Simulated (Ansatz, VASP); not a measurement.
This is a calculation of Au for Ansatz 0.2.0.

The input input:

```
crystal:
  lattice:
    - [2.74841, 0.0, 0.0]
    - [0.0, 2.74841, 0.0]
    - [0.0, 0.0, 2.74841]
  atoms:
    - { symbol: Au, position: [0.5, 0.5, 0.5] }
hamiltonian:
  xc: { exchange: pbesol, correlation: pbesol, exx: { coeff: 0.25 } }
  pseudopotentials: { kind: paw }
kpoints:
  mp_grid: { grid: [5, 5, 5] }
scf:
  occupations: { method: fermi_dirac, width: 0.05 }
output:
  forces: true
  stress: true
  eigenvalues: true
```

Problem. Set up the same calculation for VASP 6.6.1. Potentials there: VASP PAW PBE potentials, release 64 (Au).

Solution. As run (the cutoff follows the program's own potentials):

Contents of POSCAR:

```
Au
1.0
    2.7484100000      0.0000000000      0.0000000000
    0.0000000000      2.7484100000      0.0000000000
    0.0000000000      0.0000000000      2.7484100000
Au
1
Direct
    0.5000000000      0.5000000000      0.5000000000
```

The input INCAR.step1:

```
  PREC = Accurate
  ENCUT = 520
  EDIFF = 1E-5
  ISMEAR = -1
  SIGMA = 0.05
  LREAL = False
  LASPH = True
  NELM = 80
  ALGO = Normal
  ISIF = 2
  LWAVE = True
  GGA = PE
  NBANDS = 12
```

INCAR.step2

```
  PREC = Accurate
  ENCUT = 520
  EDIFF = 1E-6
  ISMEAR = -1
  SIGMA = 0.05
  LREAL = False
  LASPH = True
  NELM = 80
  ALGO = Normal
  ISIF = 2
  LWAVE = False
  LCHARG = True
  GGA = PS
  LHFCALC = True
  AEXX = 0.25
  PRECFOCK = Normal
  LELF = True
  LVHAR = True
  ISTART = 1
  NBANDS = 12
```

KPOINTS

```
Automatic mesh
0
Gamma
  5 5 5
```

Potentials or basis: VASP PAW PBE potentials, release 64 (Au).

Command:

```sh
$ cat potpaw_PBE.64/Au/POTCAR > POTCAR
$ cp INCAR.step1 INCAR
$ mpirun -np 1 vasp_std > vasp.out
$ cp INCAR.step2 INCAR
$ mpirun -np 1 vasp_std > vasp.out
```

Both were run:

|  | VASP | Ansatz | Ansatz less VASP |
| --- | --- | --- | --- |
| gap on the k mesh at the Fermi level (eV) | none | none | - |
| pressure (GPa) | -5.9 | -5.7 | +0.19 |

VASP's potentials were made for PBE, not for PBEsol-based global hybrid. A gap of «none» marks a metal or a gap that the smearing closes. VASP's potentials hold 11 valence electrons a cell and Ansatz's 19, so a difference there can come from the potentials and not from the codes.

The k mesh is coarse, so the values compare programs but aren't converged. Spin-orbit coupling is off throughout.
